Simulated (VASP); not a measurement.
# Al2Cu (I4/mcm) in VASP: further runs

Runs on Al2Cu. Level: PBEsol. Tasks: single point.

Program: VASP 6.6.1. These are calculated values, not measurements. Logs are shortened: lines on timing, memory, paths and dates and some standing lists are left out, and cuts for length are marked.

**1. The cell of the first run**

The structure is tetragonal, space group I4/mcm (No. 140). The conventional cell has a = 5.753 Å, b = 5.753 Å, c = 4.972 Å, α = 90.00°, β = 90.00°, γ = 90.00°. Al (site symmetry m2m) has 4 Cu at 2.50 Å and 11 Al at 2.59 to 3.09 Å within 3.3 Å. Within 3.3 Å of Cu (site symmetry 422) lie 2 Cu at 2.49 Å and 8 Al at 2.50 Å.

**2. Single point, PBEsol**

INCAR

```
SYSTEM = Al2Cu
ALGO = Fast
EDIFF = 1E-7
ENCUT = 520
GGA = PS
ISIF = 2
ISMEAR = 0
LASPH = .True.
LCHARG = .True.
LELF = .True.
LREAL = .False.
LVHAR = .True.
LWAVE = .False.
NBANDS = 26
NELM = 60
PREC = Accurate
SIGMA = 0.15
```

KPOINTS

```
k-points
0
Gamma
  10 10 10
  0 0 0
```

POSCAR

```
Al2Cu
1.0
   -2.8766500000      2.8766500000      2.4862000000
    2.8766500000     -2.8766500000      2.4862000000
    2.8766500000      2.8766500000     -2.4862000000
Al Cu
4 2
Direct
    0.1593210787      0.6593210787      0.8186421574
    0.6593210787      0.8406789213      0.5000000000
    0.8406789213      0.3406789213      0.1813578426
    0.3406789213      0.1593210787      0.5000000000
    0.7500000000      0.7500000000      0.0000000000
    0.2500000000      0.2500000000      0.0000000000
```

Potentials or basis: VASP PAW PBE potentials, release 64 (Al, Cu).

The run is started by

```
cat potpaw_PBE.64/Al/POTCAR potpaw_PBE.64/Cu/POTCAR > POTCAR
mpirun -np 1 vasp_std > vasp.out
```

OUTCAR:

```text
SYSTEM = Al2Cu
   EDIFF = 1E-7
   ENCUT = 520
   GGA = PS
   ISIF = 2
   ISMEAR = 0
   LASPH = .True.
   LREAL = .False.
   NELM = 60
   PREC = Accurate

 ion  position               nearest neighbor table
   1  0.159  0.659  0.819-   5 2.50   6 2.50   5 2.50   6 2.50   3 2.59   3 2.89   3 2.89   4 3.06
                             2 3.06   2 3.06   4 3.06   4 3.09   2 3.09   2 3.09   4 3.09
   2  0.659  0.841  0.500-   6 2.50   6 2.50   5 2.50   5 2.50   4 2.59   4 2.89   4 2.89   1 3.06
                             3 3.06   3 3.06   1 3.06   1 3.09   3 3.09   1 3.09   3 3.09
   3  0.841  0.341  0.181-   5 2.50   6 2.50   5 2.50   6 2.50   1 2.59   1 2.89   1 2.89   4 3.06
                             2 3.06   4 3.06   2 3.06   4 3.09   2 3.09   4 3.09   2 3.09
   4  0.341  0.159  0.500-   5 2.50   5 2.50   6 2.50   6 2.50   2 2.59   2 2.89   2 2.89   3 3.06
                             1 3.06   1 3.06   3 3.06   3 3.09   1 3.09   1 3.09   3 3.09
   5  0.750  0.750  0.000-   6 2.49   6 2.49   4 2.50   4 2.50   1 2.50   3 2.50   2 2.50   2 2.50
                             3 2.50   1 2.50
   6  0.250  0.250  0.000-   5 2.49   5 2.49   3 2.50   1 2.50   2 2.50   2 2.50   4 2.50   4 2.50
                             1 2.50   3 2.50

  LATTYP: Found a body centered tetragonal cell.
 ALAT       =     5.7533000000
 C/A-ratio  =     0.8642692020

  Lattice vectors:

 A1 = (  -2.8766500000,   2.8766500000,   2.4862000000)
 A2 = (   2.8766500000,  -2.8766500000,   2.4862000000)
 A3 = (   2.8766500000,   2.8766500000,  -2.4862000000)

Analysis of symmetry for initial positions (statically):
=====================================================================
 Subroutine PRICEL returns:
 Original cell was already a primitive cell.

 Routine SETGRP: Setting up the symmetry group for a
 body centered tetragonal supercell.

 Subroutine GETGRP returns: Found 16 space group operations
 (whereof  8 operations were pure point group operations)
 out of a pool of 16 trial point group operations.

The static configuration has the point symmetry C_4h.
 The point group associated with its full space group is D_4h.

Analysis of symmetry for dynamics (positions and initial velocities):
=====================================================================
 Subroutine PRICEL returns:
 Original cell was already a primitive cell.

 Routine SETGRP: Setting up the symmetry group for a
 body centered tetragonal supercell.

 Subroutine GETGRP returns: Found 16 space group operations
 (whereof  8 operations were pure point group operations)
 out of a pool of 16 trial point group operations.

The dynamic configuration has the point symmetry C_4h.
 The point group associated with its full space group is D_4h.

 Subroutine INISYM returns: Found 16 space group operations
 (whereof  8 operations are pure point group operations),
 and found     1 'primitive' translations

----------------------------------------------------------------------------------------

                                     Primitive cell

  volume of cell :      82.2944

  direct lattice vectors                    reciprocal lattice vectors
    -2.876650000  2.876650000  2.486200000     0.000000000  0.173813290  0.201110128
     2.876650000 -2.876650000  2.486200000     0.173813290  0.000000000  0.201110128
     2.876650000  2.876650000 -2.486200000     0.173813290  0.173813290  0.000000000

  length of vectors
     4.767747989  4.767747989  4.767747989     0.265812609  0.265812609  0.245809112

  position of ions in fractional coordinates (direct lattice)
     0.159321079  0.659321079  0.818642157
     0.659321079  0.840678921  0.500000000
     0.840678921  0.340678921  0.181357843
     0.340678921  0.159321079  0.500000000
     0.750000000  0.750000000  0.000000000
     0.250000000  0.250000000  0.000000000

  ion indices of the primitive-cell ions
   primitive index   ion index
                 1           1
                 2           2
                 3           3
                 4           4
                 5           5
                 6           6

----------------------------------------------------------------------------------------

 KPOINTS: k-points

Automatic generation of k-mesh.
 Grid dimensions read from file:
 generate k-points for:   10   10   10

 Generating k-lattice:

  Cartesian coordinates                     Fractional coordinates (reciprocal lattice)
     0.000000000  0.017381329  0.020111013     0.100000000 -0.000000000  0.000000000
     0.017381329  0.000000000  0.020111013    -0.000000000  0.100000000  0.000000000
     0.017381329  0.017381329  0.000000000     0.000000000  0.000000000  0.100000000

  Length of vectors
     0.026581261  0.026581261  0.024580911

  Shift w.r.t. Gamma in fractional coordinates (k-lattice)
     0.000000000  0.000000000  0.000000000

 Subroutine IBZKPT returns following result:
 ===========================================

 Found    102 irreducible k-points:

 Following reciprocal coordinates:
            Coordinates               Weight
  0.000000  0.000000  0.000000      1.000000
  0.100000 -0.000000  0.000000      8.000000
  0.200000 -0.000000  0.000000      8.000000
  0.300000  0.000000  0.000000      8.000000
  0.400000 -0.000000  0.000000      8.000000
  0.500000 -0.000000  0.000000      4.000000
[... 16 lines left out ...]
  0.300000  0.300000  0.000000      8.000000
  0.400000  0.300000  0.000000     16.000000
 [... further k-points ...]
   k-points           NKPTS =    102   k-points in BZ     NKDIM =    102   number of bands    NBANDS=     26
   number of dos      NEDOS =    301   number of ions     NIONS =      6
   total plane-waves  NPLWV =  46656
   dimension x,y,z NGX =    36 NGY =   36 NGZ =   36
   dimension x,y,z NGXF=    72 NGYF=   72 NGZF=   72
   ions per type =               4   2
   NGX,Y,Z   is equivalent  to a cutoff of  12.55, 12.55, 12.55 a.u.
   NGXF,Y,Z  is equivalent  to a cutoff of  25.11, 25.11, 25.11 a.u.
 SYSTEM =  Al2Cu
   PREC   = accura    normal or accurate (medium, high low for compatibility)
   ISTART =      0    job   : 0-new  1-cont  2-samecut
   ICHARG =      2    charge: 1-file 2-atom 10-const
   ISPIN  =      1    spin polarized calculation?
   LNONCOLLINEAR =      F non collinear calculations
   LSORBIT =      F    spin-orbit coupling
   LASPH  =      T    aspherical Exc in radial PAW
   ENCUT  =  520.0 eV  38.22 Ry    6.18 a.u.   8.86  8.86  8.86*2*pi/ulx,y,z
   NELM   =     60;   NELMIN=  2; NELMDL= -5     # of ELM steps
   EDIFF  = 0.1E-06   stopping-criterion for ELM
   LREAL  =      F    real-space projection
   EDIFFG = 0.1E-05   stopping-criterion for IOM
   NSW    =      0    number of steps for IOM
   IBRION =     -1    ionic relax: 0-MD 1-quasi-New 2-CG
   NFREE  =      0    steps in history (QN), initial steepest desc. (CG)
   ISIF   =      2    stress and relaxation
   ISYM   =      2    0-nonsym 1-usesym 2-fastsym
   POTIM  = 0.5000    time-step for ionic-motion
   TEBEG  =    0.0;   TEEND  =   0.0 temperature during run
   PSTRESS=    0.0 pullay stress
   NELECT =      34.0000    total number of electrons
   NUPDOWN=      -1.0000    fix difference up-down
   EMIN   =  10.00;   EMAX   =-10.00  energy-range for DOS
   EFERMI =   0.00;   METHOD = LEGACY
   ISMEAR =     0;   SIGMA  =   0.15  broadening in eV -4-tet -1-fermi 0-gaus
   EFERMI_NEDOS =   21; number of points for ismear=-14 and -15
   IALGO  =     68    algorithm
   IMIX   =      4    mixing-type and parameters
     AMIX     =   0.40;   BMIX     =  1.00
     AMIX_MAG =   1.60;   BMIX_MAG =  1.00
  volume/ion in A,a.u.               =      13.72        92.56
  Fermi-wavevector in a.u.,A,eV,Ry     =   1.219301  2.304146 20.227729  1.486696
  Thomas-Fermi vector in A             =   2.354558
   LORBIT       =      0    0 simple, 1 ext, 2 COOP (PROOUT), +10 PAW based schemes
   GGA     = PS    functional components
   LHFCALC =     F    Hartree Fock is set to
   AEXX    =    0.0000 exact exchange contribution
   IVDW    =     0    specifies the selected vdW correction
   LEPSILON=     F    determine dielectric tensor
   LRPA    =     F    only Hartree local field effects (RPA)
 non-spin polarized calculation
 RMM-DIIS sequential band-by-band and
 Gauss-broadening in eV      SIGMA  =   0.15
  energy-cutoff  :      520.00
  volume of cell :       82.29
 maximum number of plane-waves:      2235
   NGX = 17   NGY = 17   NGZ = 17

 number of electron      33.9999988 magnetization

 Free energy of the ion-electron system (eV)
  ---------------------------------------------------
  ext. energy  EPLUGINS =         0.00000000
  ---------------------------------------------------
  free energy    TOTEN  =       -25.80232322 eV

  energy without entropy =      -25.77950789  energy(sigma->0) =      -25.79091556

 E-fermi :   8.8250     XC(G=0): -11.3039

 val. band max:        8.8094071713   @ k =   0.2000   0.2000   0.2000
 cond. band min:       8.8311538059   @ k =   0.2000   0.2000   0.1000
 fundamental gap:      0.0217466346
 Fermi energy:         8.8250372725

 k-point     1 :       0.0000    0.0000    0.0000
  band No.  band energies     occupation
      1      -2.5251      2.00000
      2       3.2174      2.00000
      3       3.2526      2.00000
      4       3.2526      2.00000
      5       3.4735      2.00000
      6       4.3020      2.00000
[... 18 lines left out ...]
     25      15.1465      0.00000
     26      15.7419      0.00000

 k-point     2 :       0.1000   -0.0000    0.0000
  band No.  band energies     occupation
      1      -2.4184      2.00000
      2       3.2112      2.00000
      3       3.2235      2.00000
      4       3.2507      2.00000
      5       3.4930      2.00000
      6       4.2445      2.00000
[... 18 lines left out ...]
     25      15.2632      0.00000
[... 608 lines left out ...]
     25      15.1324      0.00000
     26      15.5146      0.00000

 k-point    24 :       0.4000    0.3000    0.0000
  band No.  band energies     occupation
      1      -0.0102      2.00000
      2       0.8464      2.00000
      3       1.3773      2.00000
      4       3.1249      2.00000
      5       3.7867      2.00000
      6       3.8995      2.00000
[... 18 lines left out ...]
     25      16.2545      0.00000
     26      16.4336      0.00000

 [... further k-points ...]

------------------------ aborting loop because EDIFF is reached ----------------------------------------

  FORCE on cell =-STRESS in cart. coord.  units (eV):
  Direction    XX          YY          ZZ          XY          YZ          ZX
  --------------------------------------------------------------------------------------
  -------------------------------------------------------------------------------------
  Total        5.3639971      5.3639971      0.3238247      0.0000000     -0.0000000      0.0000000
  in kB      104.4308975    104.4308975      6.3044969      0.0000000     -0.0000000      0.0000000
  external PRESSURE =      71.7220973 kB  Pullay stress =       0.0000000 kB

 VOLUME and BASIS-vectors are now :
 -----------------------------------------------------------------------------
  energy-cutoff  :      520.00
  volume of cell :       82.29
      direct lattice vectors                 reciprocal lattice vectors
    -2.876650000  2.876650000  2.486200000     0.000000000  0.173813290  0.201110128
     2.876650000 -2.876650000  2.486200000     0.173813290  0.000000000  0.201110128
     2.876650000  2.876650000 -2.486200000     0.173813290  0.173813290  0.000000000

 POSITION                                       TOTAL-FORCE (eV/Angst)
 -----------------------------------------------------------------------------------
      3.79327      0.91662      0.00000         0.159492      0.159492     -0.000000
      1.96003      0.91662      2.48620        -0.159492      0.159492     -0.000000
     -0.91662      1.96003      2.48620        -0.159492     -0.159492      0.000000
      0.91662      1.96003      0.00000         0.159492     -0.159492     -0.000000
      0.00000      0.00000      3.72930         0.000000     -0.000000     -0.000000
      0.00000      0.00000      1.24310         0.000000      0.000000     -0.000000
 -----------------------------------------------------------------------------------
    total drift:                                0.000000     -0.000000      0.000000

  FREE ENERGIE OF THE ION-ELECTRON SYSTEM (eV)
  ---------------------------------------------------
  free  energy   TOTEN  =       -25.8023232217 eV

  energy  without entropy=      -25.7795078888  energy(sigma->0) =      -25.79091556
```

It took 5.5 min on 1 thread of AMD EPYC 7R13 (Zen 3), shared host; peak memory 0.3 GiB.

What came out:

* Free energy: -25.8023 eV
* Pressure: 7.2 GPa
* Largest force: 0.226 eV/Å
* Band gap on the k mesh: zero (bands 17 and 18 overlap by 3.87 eV)

Forces in eV/Å, atoms in the order of the input:
```
Al   0.159  0.159  0.000
Al  -0.159  0.159  0.000
Al  -0.159 -0.159  0.000
Al   0.159 -0.159  0.000
Cu   0.000  0.000  0.000
Cu   0.000  0.000  0.000
```

Stress tensor (GPa, compression positive):
```
10.44  0.00  0.00
 0.00 10.44  0.00
 0.00  0.00  0.63
```

Levels at points of the mesh, in eV from the Fermi level:
```csv
k point,band 15,band 16,band 17,band 18,band 19,band 20
"(0.00, 0.00, 0.00)",-1.67,-1.55,-1.55,-1.18,-0.02,0.07
"(0.50, 0.00, 0.00)",-2.70,-2.70,0.47,0.47,3.56,3.56
"(0.50, 0.50, 0.00)",-1.54,-1.19,-1.10,-0.62,1.34,1.90
"(0.50, 0.50, 0.50)",-3.45,-2.20,2.37,2.92,2.92,3.71
```

Caveat: the cell stands under pressure; the PAW data sets were made with another functional, which shifts forces and pressure a little.

(Part 1 of 2 ends here.)
